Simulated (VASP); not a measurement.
# GaSb (Immm) in VASP: notebook, part 2 of 2

VASP 6.6.1. The steps go on from the part before.

### Step 3. Single point, LDA (25.69 Å³/atom)

This run uses another cell than the first one, of 25.69 Å³/atom.

Input file INCAR:

```
ALGO = Normal ; EDIFF = 1E-6
ENCUT = 520 ; GGA = CA
ISIF = 2 ; ISMEAR = 0
LASPH = True ; LCHARG = True
LELF = True ; LREAL = False
LVHAR = True ; LWAVE = False
NBANDS = 16 ; NELM = 100
PREC = Accurate ; SIGMA = 0.15
```

Input file KPOINTS:

```
k-points
0
Gamma
  18 18 18
```

Input file POSCAR:

```
GaSb
1.0
   -1.5979222753      2.6798813663      2.9992465649
    1.5979222753     -2.6798813663      2.9992465649
    1.5979222753      2.6798813663     -2.9992465649
Ga Sb
1 1
Direct
    0.0000000000      0.0000000000      0.0000000000
    0.5000000000      0.5000000000      0.0000000000
```

Potentials or basis: VASP PAW LDA potentials, release 64 (Ga_d, Sb).

Launch:

```
cat potpaw_LDA.64/Ga_d/POTCAR potpaw_LDA.64/Sb/POTCAR > POTCAR
mpirun -np 1 vasp_std > vasp.out
```

OUTCAR:

```text
EDIFF = 1E-6
   ENCUT = 520
   GGA = CA
   ISIF = 2
   ISMEAR = 0
   LASPH = True
   LREAL = False
   NELM = 100
   PREC = Accurate

 ion  position               nearest neighbor table
   1  0.000  0.000  0.000-   2 3.00   2 3.00   2 3.12   2 3.12   2 3.12   2 3.12
   2  0.500  0.500  0.000-   1 3.00   1 3.00   1 3.12   1 3.12   1 3.12   1 3.12

  LATTYP: Found a body centered orthorhombic cell.
 ALAT       =     3.1958445506
 B/A-ratio  =     1.6771037038
 C/A-ratio  =     1.8769664903

  Lattice vectors:

 A1 = (  -1.5979222753,   2.6798813663,   2.9992465649)
 A2 = (   1.5979222753,  -2.6798813663,   2.9992465649)
 A3 = (   1.5979222753,   2.6798813663,  -2.9992465649)

Analysis of symmetry for initial positions (statically):
=====================================================================
 Subroutine PRICEL returns:
 Original cell was already a primitive cell.

 Routine SETGRP: Setting up the symmetry group for a
 body centered orthorhombic supercell.

 Subroutine GETGRP returns: Found  8 space group operations
 (whereof  8 operations were pure point group operations)
 out of a pool of  8 trial point group operations.

The static configuration has the point symmetry D_2h.

Analysis of symmetry for dynamics (positions and initial velocities):
=====================================================================
 Subroutine PRICEL returns:
 Original cell was already a primitive cell.

 Routine SETGRP: Setting up the symmetry group for a
 body centered orthorhombic supercell.

 Subroutine GETGRP returns: Found  8 space group operations
 (whereof  8 operations were pure point group operations)
 out of a pool of  8 trial point group operations.

The dynamic configuration has the point symmetry D_2h.

 Subroutine INISYM returns: Found  8 space group operations
 (whereof  8 operations are pure point group operations),
 and found     1 'primitive' translations

[... 111 lines left out ...]
   IALGO  =     38    algorithm
   IMIX   =      4    mixing-type and parameters
     AMIX     =   0.40;   BMIX     =  1.00
     AMIX_MAG =   1.60;   BMIX_MAG =  1.00
  volume/ion in A,a.u.               =      25.69       173.34
  Fermi-wavevector in a.u.,A,eV,Ry     =   1.154121  2.180972 18.122885  1.331994
  Thomas-Fermi vector in A             =   2.290760
   LORBIT       =      0    0 simple, 1 ext, 2 COOP (PROOUT), +10 PAW based schemes
   GGA     = CA    functional components
   LHFCALC =     F    Hartree Fock is set to
   AEXX    =    0.0000 exact exchange contribution
   IVDW    =     0    specifies the selected vdW correction
   LEPSILON=     F    determine dielectric tensor
   LRPA    =     F    only Hartree local field effects (RPA)
 non-spin polarized calculation
 Gauss-broadening in eV      SIGMA  =   0.15
  energy-cutoff  :      520.00
  volume of cell :       51.37
 maximum number of plane-waves:      1402
   NGX = 17   NGY = 17   NGZ = 17

 number of electron      18.0000001 magnetization

 Free energy of the ion-electron system (eV)
  ---------------------------------------------------
  ext. energy  EPLUGINS =         0.00000000
  ---------------------------------------------------
  free energy    TOTEN  =        -8.19775325 eV

  energy without entropy =       -8.18740448  energy(sigma->0) =       -8.19257887

 E-fermi :   5.6449     XC(G=0): -10.1791

 val. band max:        5.6428952373   @ k =  -0.1667  -0.2778   0.0556
 cond. band min:       5.6484204192   @ k =  -0.2778  -0.3333   0.0556
 fundamental gap:      0.0055251819
 Fermi energy:         5.6448577330

 k-point     1 :       0.0000    0.0000    0.0000
  band No.  band energies     occupation
      1      -9.2615      2.00000
      2      -9.1800      2.00000
      3      -9.1765      2.00000
      4      -9.1736      2.00000
      5      -9.1439      2.00000
      6      -5.8364      2.00000
[... 433 lines left out ...]
      3      -9.1757      2.00000
      4      -9.1714      2.00000
      5      -9.1443      2.00000
      6      -5.2991      2.00000
[... 8 lines left out ...]
     15      15.0130      0.00000
     16      16.1601      0.00000

 [... further k-points ...]

------------------------ aborting loop because EDIFF is reached ----------------------------------------

  FORCE on cell =-STRESS in cart. coord.  units (eV):
  Direction    XX          YY          ZZ          XY          YZ          ZX
  --------------------------------------------------------------------------------------
  -------------------------------------------------------------------------------------
  Total       -1.8186161     -2.0827287     -2.6554410      0.0000000      0.0000000      0.0000000
  in kB      -56.7163442    -64.9531018    -82.8140176      0.0000000      0.0000000      0.0000000
  external PRESSURE =     -68.1611546 kB  Pullay stress =       0.0000000 kB

 VOLUME and BASIS-vectors are now :
 -----------------------------------------------------------------------------
  energy-cutoff  :      520.00
  volume of cell :       51.37
      direct lattice vectors                 reciprocal lattice vectors
    -1.597922275  2.679881366  2.999246565     0.000000000  0.186575423  0.166708535
     1.597922275 -2.679881366  2.999246565     0.312906333  0.000000000  0.166708535
     1.597922275  2.679881366 -2.999246565     0.312906333  0.186575423  0.000000000

 POSITION                                       TOTAL-FORCE (eV/Angst)
 -----------------------------------------------------------------------------------
      0.00000      0.00000      0.00000         0.000000     -0.000000      0.000000
      0.00000      0.00000      2.99925        -0.000000      0.000000     -0.000000
 -----------------------------------------------------------------------------------
    total drift:                               -0.000000     -0.000000      0.000000

  FREE ENERGIE OF THE ION-ELECTRON SYSTEM (eV)
  ---------------------------------------------------
  free  energy   TOTEN  =        -8.1977532550 eV

  energy  without entropy=       -8.1874044824  energy(sigma->0) =       -8.19257887
```

OSZICAR:

```text
N       E                     dE             d eps       ncg     rms          rms(c)
DAV:   1     0.783808280071E+02    0.78381E+02   -0.85857E+03 28208   0.142E+03
DAV:   2    -0.220661579866E+01   -0.80587E+02   -0.77863E+02 32704   0.298E+02
DAV:   3    -0.812478679204E+01   -0.59182E+01   -0.58955E+01 33192   0.627E+01
DAV:   4    -0.822593679257E+01   -0.10115E+00   -0.10113E+00 34672   0.910E+00
DAV:   5    -0.822823398040E+01   -0.22972E-02   -0.22971E-02 36056   0.123E+00    0.216E+00
DAV:   6    -0.820446102940E+01    0.23773E-01   -0.38649E-02 36808   0.293E+00    0.118E+00
DAV:   7    -0.819813332537E+01    0.63277E-02   -0.99826E-03 42752   0.963E-01    0.219E-01
DAV:   8    -0.819776117649E+01    0.37215E-03   -0.10810E-03 37240   0.414E-01    0.314E-02
DAV:   9    -0.819775317241E+01    0.80041E-05   -0.48804E-05 32416   0.534E-02    0.135E-02
DAV:  10    -0.819775325500E+01   -0.82585E-07   -0.40359E-06 37320   0.187E-02
   1 F= -.81977533E+01 E0= -.81925789E+01  d E =-.103488E-01
```

stdout:

```text
POSCAR found type information on POSCAR GaSb
 POSCAR found :  2 types and       2 ions
 scaLAPACK will be used
 LDA part: xc-table for (Slater(with rela. corr.)+CA(PZ))
 , standard interpolation
 POSCAR, INCAR and KPOINTS ok, starting setup
 FFT: planning ... GRIDC
 FFT: planning ... GRID_SOFT
 FFT: planning ... GRID
 WAVECAR not read
 entering main loop
```

It took 2.4 min on 1 thread of Intel Xeon 6975P-C (Granite Rapids), shared host; peak memory 0.77 GiB.

What came out:

```
Free energy            : -8.1978 eV
Pressure               : -6.8 GPa
Band gap on the k mesh : zero (bands 9 and 10 overlap by 4.50 eV)
```

Stress tensor (GPa, compression positive):
```
-5.67  0.00  0.00
 0.00 -6.50  0.00
 0.00  0.00 -8.28
```

Caveat: the cell stands under tension; spin-orbit coupling is left out, which moves the levels of the heavy elements.
